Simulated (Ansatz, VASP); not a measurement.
C: VASP beside Ansatz

```
C
1.0
     2.45625    0.00000    0.00000
     0.00000    4.25292    0.00000
     0.14231    0.00000    7.11555
C
8
Direct
  0.49999 0.41665 0.75007
  0.50001 0.91665 0.24993
  0.50001 0.58335 0.24993
  0.49999 0.08335 0.75007
  0.99999 0.91665 0.75007
  0.00001 0.41665 0.24993
  0.00001 0.08335 0.24993
  0.99999 0.58335 0.75007
```

Change from the starting cell: shear of c along a, cell held, atoms relaxed: +2.0 %.

Alike in both runs: functional r2SCAN; k mesh 14 × 8 × 6; occupations gaussian, width 0.1 eV; no spin polarisation.

Ansatz relaxed the structure, and its values are those at the end. VASP's run is a single point on that final structure, the one shown.

|  | VASP | Ansatz |
| --- | --- | --- |
| version | VASP 6.6.1 | Ansatz 0.2.0 |
| potentials or method | VASP PAW PBE potentials, release 64 (C), cutoff 520 eV | scalar-relativistic, plane waves, PAW |
| valence electrons in the cell | 32 | 32 |

```tsv
	VASP	Ansatz	Ansatz less VASP
pressure (GPa)	0.7	0.0	-0.64
```

VASP's potentials were made for PBE, not for r2SCAN. Ansatz's warnings: stress scf threshold loose.
